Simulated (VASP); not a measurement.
# KF (Pm-3m) in VASP: vibrations by perturbation theory with PBEsol

Aim: the vibrations by perturbation theory of KF with PBEsol.

Program: VASP 6.6.1. These are calculated values, not measurements. Logs are shortened: lines on timing, memory, paths and dates and some standing lists are left out, and cuts for length are marked.

**1. The cell of the first run**

Symmetry: Pm-3m, No. 221, cubic system. The conventional cell has a = 3.233 Å, b = 3.233 Å, c = 3.233 Å, α = 90.00°, β = 90.00°, γ = 90.00°. Within 3.7 Å of K (site symmetry m-3m) lie 8 F at 2.80 Å and 6 K at 3.23 Å. Within 3.7 Å of F (site symmetry m-3m) lie 8 K at 2.80 Å and 6 F at 3.23 Å.

**2. Vibrations by perturbation theory, PBEsol**

File INCAR:

```
SYSTEM = KF
  ALGO = Normal
  EDIFF = 1E-8
  ENCUT = 520
  GGA = PS
  IBRION = 8
  ISIF = 2
  ISMEAR = 0
  LASPH = .TRUE.
  LCHARG = .TRUE.
  LEPSILON = .TRUE.
  LREAL = .FALSE.
  LWAVE = .FALSE.
  NELM = 100
  NSW = 1
  PREC = Accurate
  SIGMA = 0.01
```

File KPOINTS:

```
k-points
0
G
  8 8 8
  0 0 0
```

File POSCAR:

```
KF
1.0
    3.2333000000      0.0000000000      0.0000000000
    0.0000000000      3.2333000000      0.0000000000
    0.0000000000      0.0000000000      3.2333000000
K F
1 1
Direct
    0.0000000000      0.0000000000      0.0000000000
    0.5000000000      0.5000000000      0.5000000000
```

Potentials or basis: VASP PAW PBE potentials, release 64 (K_sv, F).

Started as:

```bash
> cat potpaw_PBE.64/K_sv/POTCAR potpaw_PBE.64/F/POTCAR > POTCAR
> mpirun -np 1 vasp_std > vasp.out
```

OUTCAR:

```text
SYSTEM = KF
   EDIFF = 1E-8
   ENCUT = 520
   GGA = PS
   IBRION = 8
   ISIF = 2
   ISMEAR = 0
   LASPH = .TRUE.
   LEPSILON = .TRUE.
   LREAL = .FALSE.
   NELM = 100
   NSW = 1
   PREC = Accurate

 ion  position               nearest neighbor table
   1  0.000  0.000  0.000-   2 2.80   2 2.80   2 2.80   2 2.80   2 2.80   2 2.80   2 2.80   2 2.80

   2  0.500  0.500  0.500-   1 2.80   1 2.80   1 2.80   1 2.80   1 2.80   1 2.80   1 2.80   1 2.80

  LATTYP: Found a simple cubic cell.
 ALAT       =     3.2333000000

  Lattice vectors:

 A1 = (   3.2333000000,   0.0000000000,   0.0000000000)
 A2 = (   0.0000000000,   3.2333000000,   0.0000000000)
 A3 = (   0.0000000000,   0.0000000000,   3.2333000000)

Analysis of symmetry for initial positions (statically):
=====================================================================
 Subroutine PRICEL returns:
 Original cell was already a primitive cell.

 Routine SETGRP: Setting up the symmetry group for a
 simple cubic supercell.

 Subroutine GETGRP returns: Found 48 space group operations
 (whereof 48 operations were pure point group operations)
 out of a pool of 48 trial point group operations.

The static configuration has the point symmetry O_h .

Analysis of symmetry for dynamics (positions and initial velocities):
=====================================================================
 Subroutine PRICEL returns:
 Original cell was already a primitive cell.

 Routine SETGRP: Setting up the symmetry group for a
 simple cubic supercell.

 Subroutine GETGRP returns: Found 48 space group operations
 (whereof 48 operations were pure point group operations)
 out of a pool of 48 trial point group operations.

The dynamic configuration has the point symmetry O_h .

 Subroutine INISYM returns: Found 48 space group operations
 (whereof 48 operations are pure point group operations),
 and found     1 'primitive' translations

----------------------------------------------------------------------------------------

                                     Primitive cell

  volume of cell :      33.8017

  direct lattice vectors                    reciprocal lattice vectors
     3.233300000  0.000000000  0.000000000     0.309281539  0.000000000  0.000000000
     0.000000000  3.233300000  0.000000000     0.000000000  0.309281539  0.000000000
     0.000000000  0.000000000  3.233300000     0.000000000  0.000000000  0.309281539

  length of vectors
     3.233300000  3.233300000  3.233300000     0.309281539  0.309281539  0.309281539

  position of ions in fractional coordinates (direct lattice)
     0.000000000  0.000000000  0.000000000
     0.500000000  0.500000000  0.500000000

  ion indices of the primitive-cell ions
   primitive index   ion index
                 1           1
                 2           2

----------------------------------------------------------------------------------------

 KPOINTS: k-points

Automatic generation of k-mesh.
 Grid dimensions read from file:
 generate k-points for:    8    8    8

[... 509 lines left out ...]
 ------------------------------------------------------

 Free energy of the ion-electron system (eV)
  ---------------------------------------------------
  ---------------------------------------------------
  free energy    TOTEN  =        -0.12056391 eV

  energy without entropy =       -0.12056391

------------------------ aborting loop because EDIFF is reached ----------------------------------------

--------------------------------------- Ionic step        2  -------------------------------------------

------------------------ aborting loop because EDIFF is reached ----------------------------------------

--------------------------------------- Ionic step        3  -------------------------------------------

------------------------ aborting loop because EDIFF is reached ----------------------------------------

 PIEZOELECTRIC TENSOR FIELD DIRECTION 3  (e Angst)
 -----------------------------------------------------------------------------
    -0.00005  0.00000  0.00000           ( -0.00000  0.00000  0.00000)
     0.00000 -0.00005 -0.00000           (  0.00000 -0.00000  0.00000)
     0.00000  0.00000 -0.00118           (  0.00000  0.00000 -0.00004)

 PIEZOELECTRIC TENSOR FIELD DIRECTION 3  (C/m^2)
 -----------------------------------------------------------------------------
    -0.00003  0.00000  0.00000
     0.00000 -0.00003 -0.00000
     0.00000  0.00000 -0.00056

--------------------------------------- Ionic step        4  -------------------------------------------

------------------------ aborting loop because EDIFF is reached ----------------------------------------

[... ionic steps 5 to 6 ...]

--------------------------------------- Ionic step        7  -------------------------------------------

 Free energy of the ion-electron system (eV)
  ---------------------------------------------------
  ---------------------------------------------------
  free energy    TOTEN  =        -0.53093360 eV

  energy without entropy =       -0.53093360

------------------------ aborting loop because EDIFF is reached ----------------------------------------

 INTERNAL STRAIN TENSOR  FOR ION    2  DIRECTION 1   (eV/Angst):
 -----------------------------------------------------------------------------
     0.00647  0.00000  0.00000
    -0.00000  0.00340 -0.00000
     0.00000 -0.00000  0.00340

 MACROSCOPIC STATIC DIELECTRIC TENSOR (including local field effects in DFT)
 ------------------------------------------------------
           2.176768     0.000000     0.000000
          -0.000000     2.176768     0.000000
          -0.000000    -0.000000     2.176768
 ------------------------------------------------------

 PIEZOELECTRIC TENSOR (including local field effects)  for field in x, y, z        (e  Angst)
          XX          YY          ZZ          XY          YZ          ZX
  --------------------------------------------------------------------------------
  x     0.00000     0.00000     0.00000     0.00000     0.00000     0.00000
  y     0.00000     0.00000     0.00000     0.00000     0.00000     0.00000
  z     0.00000     0.00000     0.00000     0.00000     0.00000     0.00000

 PIEZOELECTRIC TENSOR (including local field effects)  for field in x, y, z        (C/m^2)
          XX          YY          ZZ          XY          YZ          ZX
  --------------------------------------------------------------------------------
  x     0.00000     0.00000     0.00000     0.00000     0.00000     0.00000
  y     0.00000     0.00000     0.00000     0.00000     0.00000     0.00000
  z     0.00000     0.00000     0.00000     0.00000     0.00000     0.00000

 BORN EFFECTIVE CHARGES (including local field effects) (in |e|, cummulative output)
 ---------------------------------------------------------------------------------
 ion    1
    1     1.17493    -0.00000     0.00000
    2    -0.00000     1.17493     0.00000
    3     0.00000    -0.00000     1.17493
 ion    2
    1    -1.17493     0.00000    -0.00000
    2     0.00000    -1.17493    -0.00000
    3    -0.00000     0.00000    -1.17493

 INTERNAL STRAIN TENSOR FOR ION    2 for displacements in x,y,z  (eV/Angst):
          X           Y           Z          XY          YZ          ZX
  --------------------------------------------------------------------------------
  x     0.00000     0.00000     0.00000     0.00000     0.00000     0.00000
  y     0.00000     0.00000     0.00000     0.00000     0.00000     0.00000
  z     0.00000     0.00000     0.00000     0.00000     0.00000     0.00000

 SECOND DERIVATIVES (NOT SYMMETRIZED)
 ------------------------------------
               1X          1Y          1Z          2X          2Y          2Z
  1X    -0.713766   -0.000000    0.000000    0.713766    0.000000   -0.000000
  1Y    -0.000000   -0.713766    0.000000    0.000000    0.713766   -0.000000
  1Z    -0.000000    0.000000   -0.713766    0.000000   -0.000000    0.713766
  2X     0.702416   -0.000000   -0.000000   -0.702416    0.000000    0.000000
  2Y    -0.000000    0.702416   -0.000000    0.000000   -0.702416    0.000000
  2Z     0.000000    0.000000    0.702416   -0.000000   -0.000000   -0.702416

 Eigenvectors and eigenvalues of the dynamical matrix
 ----------------------------------------------------

   1 f  =    3.673984 THz    23.084322 2PiTHz  122.550913 cm-1    15.194370 meV
             X         Y         Z           dx          dy          dz
      0.000000  0.000000  0.000000    -0.000000    0.574937   -0.000000
      1.616650  1.616650  1.616650    -0.000000   -0.818198    0.000000
[... 21 lines left out ...]
   6 f/i=    0.013852 THz     0.087032 2PiTHz    0.462040 cm-1     0.057286 meV
             X         Y         Z           dx          dy          dz
      0.000000  0.000000  0.000000     0.000000    0.000000    0.818198
      1.616650  1.616650  1.616650     0.000000    0.000000    0.574937

--------------------------------------------------------------------------------------------------------

 MACROSCOPIC STATIC DIELECTRIC TENSOR IONIC CONTRIBUTION
 ------------------------------------------------------
          10.436339     0.000000     0.000000
           0.000000    10.436339     0.000000
           0.000000     0.000000    10.436339
 ------------------------------------------------------

 ELASTIC MODULI CONTR FROM IONIC RELAXATION (kBar)
 Direction    XX          YY          ZZ          XY          YZ          ZX
 --------------------------------------------------------------------------------
 XX           0.0000      0.0000      0.0000      0.0000      0.0000      0.0000
 YY           0.0000      0.0000      0.0000      0.0000      0.0000      0.0000
 ZZ           0.0000      0.0000      0.0000      0.0000      0.0000      0.0000
 XY           0.0000      0.0000      0.0000      0.0000      0.0000      0.0000
 YZ           0.0000      0.0000      0.0000      0.0000      0.0000      0.0000
 ZX           0.0000      0.0000      0.0000      0.0000      0.0000      0.0000
 --------------------------------------------------------------------------------

 PIEZOELECTRIC TENSOR IONIC CONTR  for field in x, y, z        (C/m^2)
          XX          YY          ZZ          XY          YZ          ZX
  --------------------------------------------------------------------------------
  x     0.00000     0.00000     0.00000     0.00000     0.00000     0.00000
  y     0.00000     0.00000     0.00000     0.00000     0.00000     0.00000
  z     0.00000     0.00000     0.00000     0.00000     0.00000     0.00000
```

It took 3.8 min on 1 thread of AMD EPYC 7R13 (Zen 3), shared host; peak memory 0.18 GiB.

Results:

```yaml
Electronic_dielectric_tensor_diagonal: 2.18
Born_charges_mean_of_the_diagonal: K +1.17; F -1.17 e
Highest_phonon_frequency_at_Γ_LO-TO_splitting_left_out: 123 cm⁻¹
```

Phonon frequencies in cm⁻¹ (negative: imaginary):
```csv
q point,frequencies
"(0.000, 0.000, 0.000)",0 0 0 123 123 123
```

Electronic dielectric tensor:
```
2.18 0.00 0.00
0.00 2.18 0.00
0.00 0.00 2.18
```

Born effective charge tensors (e):
atom 1, K
```
1.17 0.00 0.00
0.00 1.17 0.00
0.00 0.00 1.17
```
atom 2, F
```
-1.17  0.00  0.00
 0.00 -1.17  0.00
 0.00  0.00 -1.17
```

Caveat: the cell stands under pressure or tension, which shifts response properties.
